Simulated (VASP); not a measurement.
# In3Se (Pm-3m) in VASP: single point with PBE

Aim: the single point of In3Se with PBE.

Program: VASP 6.6.1. These are calculated values, not measurements. Logs are shortened: lines on timing, memory, paths and dates and some standing lists are left out, and cuts for length are marked.

## 1. The cell of the first run

Symmetry: Pm-3m, No. 221, cubic system. Conventional cell: a = 4.996 Å, b = 4.996 Å, c = 4.996 Å, α = 90.00°, β = 90.00°, γ = 90.00°. In (site symmetry 4/mmm) has 8 In at 3.53 Å and 4 Se at 3.53 Å within 4.6 Å. Se (site symmetry m-3m) has 12 In at 3.53 Å within 4.6 Å.

## 2. Single point, PBE (Ga replaced by In, lengths x 1.074, strained)

Input file INCAR:

```
ALGO = Normal
EDIFF = 1E-6
ENCUT = 520
GGA = PE
ISIF = 2
ISMEAR = 0
LASPH = T
LCHARG = T
LELF = T
LREAL = F
LVHAR = T
LWAVE = F
NBANDS = 30
NELM = 60
PREC = Accurate
SIGMA = 0.1
```

Input file KPOINTS:

```
k-points
0
Gamma
  8 8 8
```

Input file POSCAR:

```
In3Se
1.0
    4.9959790503      0.0000000000      0.0000000000
    0.0000000000      4.9959790503      0.0000000000
    0.0000000000      0.0000000000      4.9959790503
In Se
3 1
Direct
    0.0000000000      0.5000000000      0.5000000000
    0.5000000000      0.0000000000      0.5000000000
    0.5000000000      0.5000000000      0.0000000000
    0.0000000000      0.0000000000      0.0000000000
```

Potentials or basis: VASP PAW PBE potentials, release 64 (In_d, Se).

On the command line:

```sh
$ cat potpaw_PBE.64/In_d/POTCAR potpaw_PBE.64/Se/POTCAR > POTCAR
$ mpirun -np 1 vasp_std > vasp.out
```

OUTCAR:

```text
EDIFF = 1E-6
   ENCUT = 520
   GGA = PE
   ISIF = 2
   ISMEAR = 0
   LASPH = T
   LREAL = F
   NELM = 60
   PREC = Accurate

 ion  position               nearest neighbor table
   1  0.000  0.500  0.500-   2 3.53   3 3.53   3 3.53   2 3.53   2 3.53   3 3.53   3 3.53   2 3.53

   2  0.500  0.000  0.500-   1 3.53   3 3.53   3 3.53   1 3.53   3 3.53   3 3.53   1 3.53   1 3.53

   3  0.500  0.500  0.000-   1 3.53   2 3.53   1 3.53   2 3.53   2 3.53   2 3.53   1 3.53   1 3.53

   4  0.000  0.000  0.000-

  LATTYP: Found a simple cubic cell.
 ALAT       =     4.9959790503

  Lattice vectors:

 A1 = (   4.9959790503,   0.0000000000,   0.0000000000)
 A2 = (   0.0000000000,   4.9959790503,   0.0000000000)
 A3 = (   0.0000000000,   0.0000000000,   4.9959790503)

Analysis of symmetry for initial positions (statically):
=====================================================================
 Subroutine PRICEL returns:
 Original cell was already a primitive cell.

 Routine SETGRP: Setting up the symmetry group for a
 simple cubic supercell.

 Subroutine GETGRP returns: Found 48 space group operations
 (whereof 48 operations were pure point group operations)
 out of a pool of 48 trial point group operations.

The static configuration has the point symmetry O_h .

Analysis of symmetry for dynamics (positions and initial velocities):
=====================================================================
 Subroutine PRICEL returns:
 Original cell was already a primitive cell.

 Routine SETGRP: Setting up the symmetry group for a
 simple cubic supercell.

 Subroutine GETGRP returns: Found 48 space group operations
 (whereof 48 operations were pure point group operations)
 out of a pool of 48 trial point group operations.

The dynamic configuration has the point symmetry O_h .

 Subroutine INISYM returns: Found 48 space group operations
 (whereof 48 operations are pure point group operations),
 and found     1 'primitive' translations

----------------------------------------------------------------------------------------

                                     Primitive cell

  volume of cell :     124.6987

  direct lattice vectors                    reciprocal lattice vectors
     4.995979050  0.000000000  0.000000000     0.200160967  0.000000000  0.000000000
     0.000000000  4.995979050  0.000000000     0.000000000  0.200160967  0.000000000
     0.000000000  0.000000000  4.995979050     0.000000000  0.000000000  0.200160967

  length of vectors
     4.995979050  4.995979050  4.995979050     0.200160967  0.200160967  0.200160967

  position of ions in fractional coordinates (direct lattice)
     0.000000000  0.500000000  0.500000000
     0.500000000  0.000000000  0.500000000
     0.500000000  0.500000000  0.000000000
     0.000000000  0.000000000  0.000000000

  ion indices of the primitive-cell ions
   primitive index   ion index
                 1           1
                 2           2
                 3           3
                 4           4

----------------------------------------------------------------------------------------

 KPOINTS: k-points

Automatic generation of k-mesh.
 Grid dimensions read from file:
 generate k-points for:    8    8    8

 Generating k-lattice:

  Cartesian coordinates                     Fractional coordinates (reciprocal lattice)
     0.025020121  0.000000000  0.000000000     0.125000000  0.000000000  0.000000000
     0.000000000  0.025020121  0.000000000     0.000000000  0.125000000  0.000000000
     0.000000000  0.000000000  0.025020121     0.000000000  0.000000000  0.125000000

  Length of vectors
     0.025020121  0.025020121  0.025020121

  Shift w.r.t. Gamma in fractional coordinates (k-lattice)
     0.000000000  0.000000000  0.000000000

 Subroutine IBZKPT returns following result:
 ===========================================

 Found     35 irreducible k-points:

 Following reciprocal coordinates:
            Coordinates               Weight
  0.000000  0.000000  0.000000      1.000000
  0.125000  0.000000  0.000000      6.000000
  0.250000  0.000000  0.000000      6.000000
  0.375000  0.000000  0.000000      6.000000
  0.500000  0.000000  0.000000      3.000000
  0.125000  0.125000  0.000000     12.000000
[... 16 lines left out ...]
  0.375000  0.375000  0.125000     24.000000
  0.500000  0.375000  0.125000     24.000000
 [... further k-points ...]
   k-points           NKPTS =     35   k-points in BZ     NKDIM =     35   number of bands    NBANDS=     30
   number of dos      NEDOS =    301   number of ions     NIONS =      4
   total plane-waves  NPLWV =  64000
   dimension x,y,z NGX =    40 NGY =   40 NGZ =   40
   dimension x,y,z NGXF=    80 NGYF=   80 NGZF=   80
   ions per type =               3   1
   NGX,Y,Z   is equivalent  to a cutoff of  13.31, 13.31, 13.31 a.u.
   NGXF,Y,Z  is equivalent  to a cutoff of  26.62, 26.62, 26.62 a.u.
 SYSTEM =  unknown system
   PREC   = accura    normal or accurate (medium, high low for compatibility)
   ISTART =      0    job   : 0-new  1-cont  2-samecut
   ICHARG =      2    charge: 1-file 2-atom 10-const
   ISPIN  =      1    spin polarized calculation?
   LNONCOLLINEAR =      F non collinear calculations
   LSORBIT =      F    spin-orbit coupling
   LASPH  =      T    aspherical Exc in radial PAW
   ENCUT  =  520.0 eV  38.22 Ry    6.18 a.u.   9.29  9.29  9.29*2*pi/ulx,y,z
   NELM   =     60;   NELMIN=  2; NELMDL= -5     # of ELM steps
   EDIFF  = 0.1E-05   stopping-criterion for ELM
   LREAL  =      F    real-space projection
   EDIFFG = 0.1E-04   stopping-criterion for IOM
   NSW    =      0    number of steps for IOM
   IBRION =     -1    ionic relax: 0-MD 1-quasi-New 2-CG
   NFREE  =      0    steps in history (QN), initial steepest desc. (CG)
   ISIF   =      2    stress and relaxation
   ISYM   =      2    0-nonsym 1-usesym 2-fastsym
   POTIM  = 0.5000    time-step for ionic-motion
   TEBEG  =    0.0;   TEEND  =   0.0 temperature during run
   PSTRESS=    0.0 pullay stress
   NELECT =      45.0000    total number of electrons
   NUPDOWN=      -1.0000    fix difference up-down
   EMIN   =  10.00;   EMAX   =-10.00  energy-range for DOS
   EFERMI =   0.00;   METHOD = LEGACY
   ISMEAR =     0;   SIGMA  =   0.10  broadening in eV -4-tet -1-fermi 0-gaus
   EFERMI_NEDOS =   21; number of points for ismear=-14 and -15
   IALGO  =     38    algorithm
   IMIX   =      4    mixing-type and parameters
     AMIX     =   0.40;   BMIX     =  1.00
     AMIX_MAG =   1.60;   BMIX_MAG =  1.00
  volume/ion in A,a.u.               =      31.17       210.38
  Fermi-wavevector in a.u.,A,eV,Ry     =   1.165534  2.202540 18.483109  1.358470
  Thomas-Fermi vector in A             =   2.302059
   LORBIT       =      0    0 simple, 1 ext, 2 COOP (PROOUT), +10 PAW based schemes
   GGA     = PE    functional components
   LHFCALC =     F    Hartree Fock is set to
   AEXX    =    0.0000 exact exchange contribution
   IVDW    =     0    specifies the selected vdW correction
   LEPSILON=     F    determine dielectric tensor
   LRPA    =     F    only Hartree local field effects (RPA)
 non-spin polarized calculation
 Gauss-broadening in eV      SIGMA  =   0.10
  energy-cutoff  :      520.00
  volume of cell :      124.70
 maximum number of plane-waves:      3407
 NGX is ok and might be reduce to    40
   NGX = 19   NGY = 19   NGZ = 19

 number of electron      45.0000037 magnetization

 Free energy of the ion-electron system (eV)
  ---------------------------------------------------
  ext. energy  EPLUGINS =         0.00000000
  ---------------------------------------------------
  free energy    TOTEN  =       -11.52029886 eV

  energy without entropy =      -11.51461890  energy(sigma->0) =      -11.51745888

 E-fermi :   4.8193     XC(G=0):  -9.2075

 val. band max:        4.7740142940   @ k =   0.5000   0.5000   0.1250
 cond. band min:       4.8254616624   @ k =   0.1250   0.1250   0.1250
 fundamental gap:      0.0514473684
 Fermi energy:         4.8193107487

 k-point     1 :       0.0000    0.0000    0.0000
  band No.  band energies     occupation
      1      -9.8977      2.00000
      2      -9.8977      2.00000
      3      -9.8977      2.00000
      4      -9.8843      2.00000
      5      -9.8114      2.00000
      6      -9.8114      2.00000
[... 22 lines left out ...]
     29       9.8201      0.00000
     30      11.2879      0.00000

 k-point     2 :       0.1250    0.0000    0.0000
  band No.  band energies     occupation
      1      -9.8961      2.00000
      2      -9.8876      2.00000
      3      -9.8876      2.00000
      4      -9.8759      2.00000
      5      -9.8103      2.00000
      6      -9.8052      2.00000
[... 22 lines left out ...]
     29      10.1966      0.00000
     30      11.3131      0.00000

 k-point     3 :       0.2500    0.0000    0.0000
  band No.  band energies     occupation
      1      -9.8922      2.00000
      2      -9.8586      2.00000
      3      -9.8586      2.00000
      4      -9.8529      2.00000
      5      -9.8076      2.00000
      6      -9.7883      2.00000
[... 22 lines left out ...]
     29      10.6478      0.00000
     30      11.0395      0.00000

 k-point     4 :       0.3750    0.0000    0.0000
  band No.  band energies     occupation
      1      -9.8880      2.00000
      2      -9.8242      2.00000
      3      -9.8152      2.00000
      4      -9.8152      2.00000
      5      -9.8027      2.00000
      6      -9.7660      2.00000
[... 616 lines left out ...]
     29       9.4198      0.00000
     30      10.3452      0.00000

 k-point    23 :       0.3750    0.3750    0.1250
  band No.  band energies     occupation
      1      -9.8367      2.00000
      2      -9.8264      2.00000
      3      -9.8102      2.00000
      4      -9.7972      2.00000
      5      -9.7887      2.00000
      6      -9.7593      2.00000
[... 22 lines left out ...]
     29       9.4645      0.00000
     30      10.0876      0.00000

 k-point    24 :       0.5000    0.3750    0.1250
  band No.  band energies     occupation
      1      -9.8236      2.00000
      2      -9.8212      2.00000
      3      -9.8197      2.00000
      4      -9.7971      2.00000
      5      -9.7754      2.00000
      6      -9.7704      2.00000
[... 22 lines left out ...]
     29       9.3632      0.00000
     30      11.1434      0.00000

 [... further k-points ...]

------------------------ aborting loop because EDIFF is reached ----------------------------------------

  FORCE on cell =-STRESS in cart. coord.  units (eV):
  Direction    XX          YY          ZZ          XY          YZ          ZX
  --------------------------------------------------------------------------------------
  -------------------------------------------------------------------------------------
  Total       -2.4747280     -2.4747280     -2.4747280     -0.0000000      0.0000000      0.0000000
  in kB      -31.7962733    -31.7962733    -31.7962733     -0.0000000      0.0000000      0.0000000
  external PRESSURE =     -31.7962733 kB  Pullay stress =       0.0000000 kB

 VOLUME and BASIS-vectors are now :
 -----------------------------------------------------------------------------
  energy-cutoff  :      520.00
  volume of cell :      124.70
      direct lattice vectors                 reciprocal lattice vectors
     4.995979050  0.000000000  0.000000000     0.200160967  0.000000000  0.000000000
     0.000000000  4.995979050  0.000000000     0.000000000  0.200160967  0.000000000
     0.000000000  0.000000000  4.995979050     0.000000000  0.000000000  0.200160967

 POSITION                                       TOTAL-FORCE (eV/Angst)
 -----------------------------------------------------------------------------------
      0.00000      2.49799      2.49799         0.000000      0.000000      0.000000
      2.49799      0.00000      2.49799         0.000000      0.000000      0.000000
      2.49799      2.49799      0.00000         0.000000      0.000000      0.000000
      0.00000      0.00000      0.00000         0.000000      0.000000      0.000000
 -----------------------------------------------------------------------------------
    total drift:                               -0.000000     -0.000000     -0.000000

  FREE ENERGIE OF THE ION-ELECTRON SYSTEM (eV)
  ---------------------------------------------------
  free  energy   TOTEN  =       -11.5202988622 eV

  energy  without entropy=      -11.5146188996  energy(sigma->0) =      -11.51745888
```

Run time: 2.5 min. Hardware: 1 thread of Intel Xeon 8259CL, shared host; peak memory 0.3 GiB.

Results:

```
Free energy            : -11.5203 eV
Pressure               : -3.2 GPa
Band gap on the k mesh : zero (an odd number of electrons rules out a gap without spin polarisation)
```

Caveat: the cell differs from its parent crystal (Ga replaced by In, lengths x 1.074, strained); the cell stands under tension; spin-orbit coupling is left out, which moves the levels of the heavy elements.
